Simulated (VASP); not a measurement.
# CoPdO2 (R-3m) in VASP: further runs, part 3 of 3

VASP 6.6.1.

**4. Single point, PBE+U (biaxial strain in the a-b plane: +2.0 %)**

Contents of INCAR:

```
  PREC = Accurate
  ENCUT = 520
  EDIFF = 1E-7
  ISMEAR = 0
  SIGMA = 0.1
  LREAL = False
  LASPH = True
  NELM = 150
  ALGO = Normal
  ISIF = 2
  LWAVE = False
  LCHARG = False
  LMAXMIX = 4
  LDAU = True
  LDAUTYPE = 2
  LDAUL = 2 -1 -1
  LDAUU = 3.32 0 0
  LDAUJ = 0 0 0
  LDAUPRINT = 1
  GGA = PE
  NBANDS = 58
```

Contents of KPOINTS:

```
regular mesh
0
Gamma
  12 12 2
```

Contents of POSCAR:

```
CoPdO2
1.0
    2.9234939785      0.0000000000      0.0000000000
   -1.4617469892      2.5318200532      0.0000000000
    0.0000000000      0.0000000000     17.6192613449
Co Pd O
3 3 6
Direct
    0.6666666667      0.3333333333      0.8333333333
    0.3333333333      0.6666666667      0.1666666667
    0.0000000000      0.0000000000      0.5000000000
    0.0000000000      0.0000000000      0.0000000000
    0.6666666667      0.3333333333      0.3333333333
    0.3333333333      0.6666666667      0.6666666667
    0.3333333333      0.6666666667      0.7789578370
    0.0000000000      0.0000000000      0.8877088297
    0.0000000000      0.0000000000      0.1122911703
    0.6666666667      0.3333333333      0.2210421630
    0.6666666667      0.3333333333      0.4456245037
    0.3333333333      0.6666666667      0.5543754963
```

Potentials or basis: VASP PAW PBE potentials, release 64 (Co, Pd, O).

On the command line:

```bash
cat potpaw_PBE.64/Co/POTCAR potpaw_PBE.64/Pd/POTCAR potpaw_PBE.64/O/POTCAR > POTCAR
mpirun -np 1 vasp_std > vasp.out
```

OUTCAR:

```text
PREC = Accurate
   ENCUT = 520
   EDIFF = 1E-7
   ISMEAR = 0
   LREAL = False
   LASPH = True
   NELM = 150
   ISIF = 2
   GGA = PE

 ion  position               nearest neighbor table
   1  0.667  0.333  0.833-   7 1.94   7 1.94   7 1.94   8 1.94   8 1.94   8 1.94
   2  0.333  0.667  0.167-  10 1.94  10 1.94  10 1.94   9 1.94   9 1.94   9 1.94
   3  0.000  0.000  0.500-  11 1.94  12 1.94  12 1.94  11 1.94  11 1.94  12 1.94
   4  0.000  0.000  0.000-   8 1.98   9 1.98
   5  0.667  0.333  0.333-  10 1.98  11 1.98
   6  0.333  0.667  0.667-   7 1.98  12 1.98
   7  0.333  0.667  0.779-   1 1.94   1 1.94   1 1.94   6 1.98
   8  0.000  0.000  0.888-   1 1.94   1 1.94   1 1.94   4 1.98
   9  0.000  0.000  0.112-   2 1.94   2 1.94   2 1.94   4 1.98
  10  0.667  0.333  0.221-   2 1.94   2 1.94   2 1.94   5 1.98
  11  0.667  0.333  0.446-   3 1.94   3 1.94   3 1.94   5 1.98
  12  0.333  0.667  0.554-   3 1.94   3 1.94   3 1.94   6 1.98

  LATTYP: Found a hexagonal cell.
 ALAT       =     2.9234939785
 C/A-ratio  =     6.0267821567

  Lattice vectors:

 A1 = (   2.9234939785,   0.0000000000,   0.0000000000)
 A2 = (  -1.4617469892,   2.5318200532,   0.0000000000)
 A3 = (   0.0000000000,   0.0000000000,  17.6192613449)

Analysis of symmetry for initial positions (statically):
=====================================================================
 Subroutine PRICEL returns following result:

  LATTYP: Found a trigonal (rhomboedric) cell.
 ALAT       =     6.1108175631
 COS(alpha) =     0.8855605463

  Lattice vectors:

 A1 = (   1.4617469895,  -0.8439400179,  -5.8730871161)
[... 279 lines left out ...]
  o =  0.9627  v = -0.5229 -0.4496 -0.0000 -0.3822 -0.6151  0.0000  0.0000  0.0000  0.0000  0.0000      0.0000  0.0000  0.0000  0.0000  0.0000  0.0000  0.0000  0.0000  0.0000  0.0000
  o =  0.9647  v = -0.0000  0.0000  1.0000 -0.0000  0.0000  0.0000  0.0000  0.0000  0.0000  0.0000      0.0000  0.0000  0.0000  0.0000  0.0000  0.0000  0.0000  0.0000  0.0000  0.0000
  o =  0.9647  v =  0.0000  0.0000  0.0000  0.0000  0.0000 -0.0000  0.0000  1.0000 -0.0000  0.0000      0.0000  0.0000  0.0000  0.0000  0.0000  0.0000  0.0000  0.0000  0.0000  0.0000

 number of electron      92.9999977 magnetization

 Free energy of the ion-electron system (eV)
  ---------------------------------------------------
  ext. energy  EPLUGINS =         0.00000000
  ---------------------------------------------------
  free energy    TOTEN  =       -70.38083731 eV

  energy without entropy =      -70.35804284  energy(sigma->0) =      -70.36944007

 E-fermi :   7.0911     XC(G=0): -12.1333

 val. band max:        7.0790471552   @ k =   0.2500   0.1667   0.5000
 cond. band min:       7.1066910391   @ k =   0.3333   0.0833   0.0000
 fundamental gap:      0.0276438838
 Fermi energy:         7.0911275663

 k-point     1 :       0.0000    0.0000    0.0000
  band No.  band energies     occupation
      1     -13.3640      2.00000
      2     -13.2333      2.00000
      3     -13.2333      2.00000
      4     -11.7832      2.00000
      5     -11.7832      2.00000
      6     -11.5737      2.00000
[... 1453 lines left out ...]
     57      11.3215      0.00000
     58      15.9196      0.00000

 [... further k-points ...]

------------------------ aborting loop because EDIFF is reached ----------------------------------------

  FORCE on cell =-STRESS in cart. coord.  units (eV):
  Direction    XX          YY          ZZ          XY          YZ          ZX
  --------------------------------------------------------------------------------------
  -------------------------------------------------------------------------------------
  Total       -6.6272573     -6.6272573      2.1363932     -0.0000000      0.0000000      0.0000000
  in kB      -81.4182341    -81.4182341     26.2463570     -0.0000000      0.0000000      0.0000000
  external PRESSURE =     -45.5300371 kB  Pullay stress =       0.0000000 kB

 VOLUME and BASIS-vectors are now :
 -----------------------------------------------------------------------------
  energy-cutoff  :      520.00
  volume of cell :      130.41
      direct lattice vectors                 reciprocal lattice vectors
     2.923493978  0.000000000  0.000000000     0.342056460  0.197486389  0.000000000
    -1.461746989  2.531820053  0.000000000     0.000000000  0.394972778  0.000000000
     0.000000000  0.000000000 17.619261345     0.000000000  0.000000000  0.056756068

 POSITION                                       TOTAL-FORCE (eV/Angst)
 -----------------------------------------------------------------------------------
      1.46175      0.84394     14.68272         0.000000     -0.000000      0.000000
     -0.00000      1.68788      2.93654         0.000000     -0.000000      0.000000
      0.00000      0.00000      8.80963         0.000000     -0.000000      0.000000
      0.00000      0.00000      0.00000         0.000000     -0.000000      0.000000
      1.46175      0.84394      5.87309         0.000000     -0.000000      0.000000
     -0.00000      1.68788     11.74617         0.000000     -0.000000      0.000000
     -0.00000      1.68788     13.72466         0.000000      0.000000      0.482220
      0.00000      0.00000     15.64077        -0.000000      0.000000     -0.482220
      0.00000      0.00000      1.97849        -0.000000      0.000000      0.482220
      1.46175      0.84394      3.89460        -0.000000      0.000000     -0.482220
      1.46175      0.84394      7.85157         0.000000     -0.000000      0.482220
     -0.00000      1.68788      9.76769        -0.000000      0.000000     -0.482220
 -----------------------------------------------------------------------------------
    total drift:                                0.000000      0.000000      0.000000

  FREE ENERGIE OF THE ION-ELECTRON SYSTEM (eV)
  ---------------------------------------------------
  free  energy   TOTEN  =       -70.3808373112 eV

  energy  without entropy=      -70.3580428373  energy(sigma->0) =      -70.36944007
```

Run time: 15 min. Hardware: 1 thread of Intel Xeon 8259CL, shared host; peak memory 0.41 GiB.

What came out:

```
Free energy            : -70.3808 eV
Pressure               : -4.6 GPa
Largest force          : 0.482 eV/Å
Band gap on the k mesh : zero (an odd number of electrons rules out a gap without spin polarisation)
```

Forces in eV/Å, atoms in the order of the input:
```
Co   0.000  0.000  0.000
Co   0.000  0.000  0.000
Co   0.000  0.000  0.000
Pd   0.000  0.000  0.000
Pd   0.000  0.000  0.000
Pd   0.000  0.000  0.000
O    0.000  0.000  0.482
O    0.000  0.000 -0.482
O    0.000  0.000  0.482
O    0.000  0.000 -0.482
O    0.000  0.000  0.482
O    0.000  0.000 -0.482
```

Stress tensor (GPa, compression positive):
```
-8.14  0.00  0.00
 0.00 -8.14  0.00
 0.00  0.00  2.62
```

Eigenvalues of the final occupation matrices:
| site | spin | trace | eigenvalues |
| --- | --- | --- | --- |
| site 1 d | 1 | 3.66 | 0.38 0.38 0.96 0.96 0.96 |
| site 1 d | 2 | 3.66 | 0.38 0.38 0.96 0.96 0.96 |
| site 2 d | 1 | 3.66 | 0.38 0.38 0.96 0.96 0.96 |
| site 2 d | 2 | 3.66 | 0.38 0.38 0.96 0.96 0.96 |
| site 3 d | 1 | 3.66 | 0.38 0.38 0.96 0.96 0.96 |
| site 3 d | 2 | 3.66 | 0.38 0.38 0.96 0.96 0.96 |

Caveat: the cell differs from its parent crystal (biaxial strain in the a-b plane: +2.0 %); the stress differs along the axes, from -8 to 3 GPa; an odd number of electrons without spin polarisation forces a metal; a magnetic or distorted state may lie lower; the run has no spin polarisation, though such a crystal can be magnetic; U without spin polarisation on a metal has little footing.

**5. Overview**

| cell | gap on the mesh (eV) | pressure (GPa) | largest force (eV/Å) |
| --- | --- | --- | --- |
| a = 2.752, b = 2.752, c = 18.261 Å, angles 90.0, 90.0, 120.0°, 12 atoms, atomic positions A | none | 9.2 | 0.32 |
| a = 2.923, b = 2.923, c = 18.190 Å, angles 90.0, 90.0, 120.0°, 12 atoms, atomic positions B | none | -11.3 | 0.04 |
| a = 2.923, b = 2.923, c = 17.619 Å, angles 90.0, 90.0, 120.0°, 12 atoms, atomic positions C | none | -4.6 | 0.48 |

Alike in all rows: task single point; level PBE+U; potentials or basis VASP PAW PBE potentials, release 64 (Co, Pd, O); no spin polarisation; Co d U = 3.32 eV; k mesh 12 × 12 × 2; cutoff (eV) 520; smearing gaussian 0.1 eV.

Caveats: an odd number of electrons without spin polarisation forces a metal; a magnetic or distorted state may lie lower; the run has no spin polarisation, though such a crystal can be magnetic; U without spin polarisation on a metal has little footing; the stress differs along the axes, from -4 to 16 GPa (at least some runs); the cell stands under tension (at least some runs); the stress differs along the axes, from -8 to 3 GPa (at least some runs).

Absolute energies hang on the potentials; compare differences alone.

The gap in the log of VASP goes by the Fermi energy; the results here count the filled bands.